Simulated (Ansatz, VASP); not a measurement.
**Two plane-wave programs on TiC**

Contents of INCAR:

```
SYSTEM = TiC
PREC = Accurate
ENCUT = 520
EDIFF = 1E-6
ISMEAR = 0
SIGMA = 0.1
LREAL = Auto
LASPH = .True.
NELM = 100
ALGO = Normal
ISIF = 2
LWAVE = .False.
LCHARG = .False.
GGA = PE
NBANDS = 78
```

Contents of KPOINTS:

```
regular mesh
0
Gamma
  1 1 1
  0 0 0
```

File POSCAR:

```
TiC
1.0
    0.0000000000      4.3327798708     -4.3327798708
    4.3327798708      4.3327798708      0.0000000000
    4.3327798708      0.0000000000     -4.3327798708
Ti C
8 8
Direct
    0.0000000000      0.0000000000      0.5000000000
    0.0000000000      0.5000000000      0.5000000000
    0.5000000000      0.0000000000      0.5000000000
    0.5000000000      0.5000000000      0.5000000000
    0.0000000000      0.0000000000      1.0000000000
    0.0000000000      0.5000000000      1.0000000000
    0.5000000000      0.0000000000      1.0000000000
    0.5000000000      0.5000000000      1.0000000000
    0.2500000000      0.7500000000      0.2500000000
    0.2500000000      0.2500000000      0.2500000000
    0.7500000000      0.7500000000      0.2500000000
    0.7500000000      0.2500000000      0.2500000000
    0.2500000000      0.7500000000      0.7500000000
    0.2500000000      0.2500000000      0.7500000000
    0.7500000000      0.7500000000      0.7500000000
    0.7500000000      0.2500000000      0.7500000000
```

Input for Ansatz:

```yaml
crystal:
  lattice:
    - [0.0, 4.3327798708, -4.3327798708]
    - [4.3327798708, 4.3327798708, 0.0]
    - [4.3327798708, 0.0, -4.3327798708]
  atoms:
    - { symbol: Ti, position: [0.0, 0.0, 0.5] }
    - { symbol: Ti, position: [0.0, 0.5, 0.5] }
    - { symbol: Ti, position: [0.5, 0.0, 0.5] }
    - { symbol: Ti, position: [0.5, 0.5, 0.5] }
    - { symbol: Ti, position: [0.0, 0.0, 1.0] }
    - { symbol: Ti, position: [0.0, 0.5, 1.0] }
    - { symbol: Ti, position: [0.5, 0.0, 1.0] }
    - { symbol: Ti, position: [0.5, 0.5, 1.0] }
    - { symbol: C, position: [0.25, 0.75, 0.25] }
    - { symbol: C, position: [0.25, 0.25, 0.25] }
    - { symbol: C, position: [0.75, 0.75, 0.25] }
    - { symbol: C, position: [0.75, 0.25, 0.25] }
    - { symbol: C, position: [0.25, 0.75, 0.75] }
    - { symbol: C, position: [0.25, 0.25, 0.75] }
    - { symbol: C, position: [0.75, 0.75, 0.75] }
    - { symbol: C, position: [0.75, 0.25, 0.75] }
basis:
  ecutwfc: 420
  xc_grid: 2
kpoints:
  mp_grid: { grid: [1, 1, 1], shift: [0.0, 0.0, 0.0] }
hamiltonian:
  xc: pbe
scf:
  occupations: { method: gaussian, width: 0.1 }
output:
  forces: true
  stress: true
  eigenvalues: true
```

Alike in both runs: task single point; functional PBE; k mesh 1 × 1 × 1; occupations gaussian, width 0.1 eV; no spin polarisation.

|  | VASP | Ansatz |
| --- | --- | --- |
| version | VASP 6.6.1 | Ansatz 0.2.0 |
| potentials or method | VASP PAW PBE potentials, release 64 (Ti_sv, C), cutoff 520 eV | scalar-relativistic, plane waves, PAW |
| valence electrons in the cell | 128 | 128 |

|  | VASP | Ansatz | Ansatz less VASP |
| --- | --- | --- | --- |
| gap on the k mesh at the Fermi level (eV) | 0.24 | 0.24 | +0.005 |
| least direct gap on the mesh (eV) | 0.24 | 0.24 | +0.005 |
| pressure (GPa) | 13.4 | 13.2 | -0.15 |

The functional is the same, so the differences come from potentials, cutoffs and numerics.

The k mesh is coarse, so the values compare programs but aren't converged.
